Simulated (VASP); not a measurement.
Crystal: Sn.

```
CELL_PARAMETERS angstrom
-2.02919 2.02919 1.66076
2.02919 -2.02919 1.66076
2.02919 2.02919 -1.66076
ATOMIC_POSITIONS crystal
Sn 0.00000 0.00000 0.00000
```

Base run:

| Quantity | Value |
| --- | --- |
| Program | VASP 6.6.1 |
| Functional | PBEsol |
| Dispersion | D3(BJ) |
| Potentials or basis | VASP PAW PBE potentials, release 64 (Sn_d) |
| Cutoff | 520 eV |
| k mesh | 10 × 10 × 10 |
| Occupations | fermi-dirac, width 0.05 eV |
| Spin | no spin polarisation |

Its results: band gap on the k mesh zero (bands 7 and 8 overlap by 8.79 eV); pressure -4.3 GPa.

Task: The run is repeated on the same cell with these changes: functional from PBEsol to r2SCAN; dispersion from D3(BJ) to none. What comes out?

Result: Band gap on the k mesh zero (bands 7 and 8 overlap by 9.29 eV); pressure -0.5 GPa.

Several settings changed at once.

Caveats: the PAW data sets were made with another functional, which shifts forces and pressure a little; spin-orbit coupling is left out, which moves the levels of the heavy elements; three body term missing (at least some runs); the cell stands under tension (at least some runs).
